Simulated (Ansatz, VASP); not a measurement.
# One calculation of TiAl3, two programs

File INCAR:

```
ALGO = Fast
EDIFF = 1E-6
ENCUT = 520
GGA = PE
ISIF = 2
ISMEAR = -1
LASPH = T
LCHARG = F
LREAL = F
LWAVE = F
NBANDS = 18
NELM = 80
PREC = Accurate
SIGMA = 0.05
```

Contents of KPOINTS:

```
k-points
0
Gamma
  9 6 6
```

The input POSCAR:

```
TiAl3
1.0
    2.8396770000      0.0000000000      0.0000000000
    0.0000000000      4.6812640000      0.0000000000
    0.0000000000      0.0000000000      4.9007420000
Ti Al
1 3
Direct
   -0.0045870000      0.5005260000      0.1601650000
   -0.0038980000     -0.0040370000      0.8333180000
    0.4909410000     -0.0002780000      0.3240960000
    0.4910320000      0.4956190000      0.6752410000
```

The input input.yaml:

```yaml
crystal:
  lattice:
    - [2.839677, 0.0, 0.0]
    - [0.0, 4.681264, 0.0]
    - [0.0, 0.0, 4.900742]
  atoms:
    - { symbol: Ti, position: [-0.004587, 0.500526, 0.160165] }
    - { symbol: Al, position: [-0.003898, -0.004037, 0.833318] }
    - { symbol: Al, position: [0.490941, -0.000278, 0.324096] }
    - { symbol: Al, position: [0.491032, 0.495619, 0.675241] }
hamiltonian:
  xc: pbe
  pseudopotentials: { kind: paw }
kpoints:
  mp_grid: { grid: [9, 6, 6] }
scf:
  occupations: { method: fermi_dirac, width: 0.05 }
output:
  forces: true
  stress: true
  eigenvalues: true
  write_density: true
  write_potential: true
  elf: true
  volumetric_format: npy
```

Change from the starting cell: atoms moved at random, drawn with an rms of 0.05 Å.

Alike in both runs: task single point; functional PBE; k mesh 9 × 6 × 6; occupations fermi-dirac, width 0.05 eV; no spin polarisation.

|  | VASP | Ansatz |
| --- | --- | --- |
| version | VASP 6.6.1 | Ansatz 0.2.0 |
| potentials or method | VASP PAW PBE potentials, release 64 (Ti_sv, Al) | Ansatz PAW |
| plane-wave cutoff (eV) | 520 | 420 |
| valence electrons in the cell | 21 | 21 |

|  | VASP | Ansatz | Ansatz less VASP |
| --- | --- | --- | --- |
| gap on the k mesh at the Fermi level (eV) | none | none | - |
| pressure (GPa) | 0.2 | 0.2 | +0.03 |
| traceless stress, the component that is largest in VASP (GPa) | -1.74 | -1.73 | +0.008 |
| rms of the force components (eV/Å) | 0.185 | 0.184 | -0.0007 |

Atom by atom the forces differ by 0.001 eV/Å (rms over components). A gap of «none» marks a metal or a gap that the smearing closes.
